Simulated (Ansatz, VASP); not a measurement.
This is a calculation of FeO for Ansatz 0.2.0.

The input input.yaml:

```yaml
crystal:
  lattice:
    - [2.90290551, 0.0, 0.0]
    - [-1.45145275, 2.51398992, 0.0]
    - [0.0, 0.0, 2.83309195]
  atoms:
    - { symbol: Fe, position: [0.0, 0.0, 0.0], spin: 3.0 }
    - { symbol: O, position: [0.6666666667, 0.3333333333, 0.5] }
hamiltonian:
  xc: pbe
  pseudopotentials: { kind: paw }
magnetization:
  spin_polarized: true
kpoints:
  mp_grid: { grid: [10, 10, 9] }
scf:
  occupations: { method: fermi_dirac, width: 0.05 }
output:
  forces: true
  stress: true
  eigenvalues: true
```

Potentials or basis: Ansatz PAW.

Launch:

```bash
$ ansatz run input.yaml --threads 1 --pin off --max-ram 3584MiB --backend cpu --events-out ev --progress --plain --runs-dir out
```

Question: Set up the same calculation for VASP 6.6.1. Potentials there: VASP PAW PBE potentials, release 64 (Fe_sv, O).

Answer: As run (the cutoff follows the program's own potentials):

Contents of INCAR:

```
SYSTEM = FeO
PREC = Accurate ; ENCUT = 600
EDIFF = 1E-6 ; ISMEAR = -1
SIGMA = 0.05 ; LREAL = .FALSE.
LASPH = .TRUE. ; NELM = 200
ALGO = Normal ; ISIF = 2
LWAVE = .FALSE. ; LCHARG = .FALSE.
ISPIN = 2 ; MAGMOM = 3 0
LORBIT = 11 ; LMAXMIX = 4
GGA = PE ; NBANDS = 22
GGA_COMPAT = .FALSE.
```

KPOINTS

```
Automatic mesh
0
G
  10 10 9
  0 0 0
```

File POSCAR:

```
FeO
1.0
    2.9029055100      0.0000000000      0.0000000000
   -1.4514527500      2.5139899200      0.0000000000
    0.0000000000      0.0000000000      2.8330919500
Fe O
1 1
Direct
    0.0000000000      0.0000000000      0.0000000000
    0.6666666667      0.3333333333      0.5000000000
```

Potentials or basis: VASP PAW PBE potentials, release 64 (Fe_sv, O).

Run with:

```bash
$ cat potpaw_PBE.64/Fe_sv/POTCAR potpaw_PBE.64/O/POTCAR > POTCAR
$ mpirun -np 1 vasp_std > vasp.out
```

Both were run:

|  | VASP | Ansatz | Ansatz less VASP |
| --- | --- | --- | --- |
| gap on the k mesh at the Fermi level (eV) | none | none | - |
| pressure (GPa) | -12.6 | -10.4 | +2.21 |
| traceless stress, the component that is largest in VASP (GPa) | -3.38 | -3.30 | +0.078 |
| net moment per atom (μB) | 2.00 | 2.00 | 0.000 |
| size of the moment on the site where the two differ most (μB) | 0.34 | 0.37 | +0.028 |

Site moments also hang on the region over which each program counts them. A gap of «none» marks a metal or a gap that the smearing closes.
